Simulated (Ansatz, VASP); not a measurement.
**GaP: VASP beside Ansatz**

File INCAR:

```
ALGO = Normal
EDIFF = 1E-6
ENCUT = 520
GGA = CA
ISIF = 2
ISMEAR = -1
LASPH = T
LCHARG = F
LREAL = F
LWAVE = F
NBANDS = 16
NELM = 60
PREC = Accurate
SIGMA = 0.1
```

KPOINTS

```
k-points
0
Gamma
  13 13 13
```

POSCAR

```
GaP
1.0
    0.0000000000      2.2085202512      2.2085202512
    2.2085202512      0.0000000000      2.2085202512
    2.2085202512      2.2085202512      0.0000000000
Ga P
1 1
Direct
    0.0000000000      0.0000000000      0.0000000000
    0.2500000000      0.2500000000      0.2500000000
```

Input for Ansatz:

```yaml
crystal:
  lattice:
    - [0.0, 2.2085202512, 2.2085202512]
    - [2.2085202512, 0.0, 2.2085202512]
    - [2.2085202512, 2.2085202512, 0.0]
  atoms:
    - { symbol: Ga, position: [0.0, 0.0, 0.0] }
    - { symbol: P, position: [0.25, 0.25, 0.25] }
kpoints:
  mp_grid: { grid: [13, 13, 13] }
scf:
  occupations: { method: fermi_dirac, width: 0.1 }
hamiltonian:
  xc: lda
  pseudopotentials: { kind: paw, core: large }
output:
  forces: true
  stress: true
  eigenvalues: true
  write_density: true
  write_potential: true
  elf: true
  volumetric_format: npy
```

Change from the starting cell: volume scaled by 0.55, PAW files, core large.

Alike in both runs: task single point; functional LDA; k mesh 13 × 13 × 13; occupations fermi-dirac, width 0.1 eV; no spin polarisation.

|  | VASP | Ansatz |
| --- | --- | --- |
| version | VASP 6.6.1 | Ansatz 0.2.0 |
| potentials or method | VASP PAW LDA potentials, release 64 (Ga_d, P) | PAW with other files of Ansatz's library (core large), scalar-relativistic |
| plane-wave cutoff (eV) | 520 | 420 |
| valence electrons in the cell | 18 | 18 |

|  | VASP | Ansatz | Ansatz less VASP |
| --- | --- | --- | --- |
| pressure (GPa) | 189.7 | 189.3 | -0.40 |

LDA's correlation is that of Perdew and Zunger in VASP and of Perdew and Wang (1992) in Ansatz. Both programs put the cell under a high pressure, so it lies far from rest at this level. Ansatz's warnings: datasets by core.

Noted on VASP's run: the cell as given lies far from equilibrium.
